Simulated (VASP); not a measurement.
The system is BP.

```
CELL_PARAMETERS angstrom
0.00000 2.37837 2.37837
2.37837 0.00000 2.37837
2.37837 2.37837 0.00000
ATOMIC_POSITIONS crystal
P 0.25000 0.25000 0.25000
B 0.00000 0.00000 0.00000
```

Base run:

- Program: VASP 6.6.1
- Functional: revPBE
- Potentials or basis: VASP PAW PBE potentials, release 64 (P, B)
- Cutoff: 500 eV
- k mesh: 7 × 7 × 7
- Occupations: methfessel-paxton, width 0.053 eV
- Spin: no spin polarisation

Its results: band gap on the k mesh 1.46 eV, indirect (least direct gap 3.22 eV); pressure -15.2 GPa.

Question: The run is repeated on the same cell with these changes: functional from revPBE to PBE. What comes out?

Answer: Band gap on the k mesh 1.44 eV, indirect (least direct gap 3.23 eV); pressure -16.9 GPa.

PBE binds more tightly than revPBE, so the same cell stands under less pressure.

Caveats: the PAW data sets were made with another functional, which shifts forces and pressure a little (some runs).

A k mesh can miss the band edges.
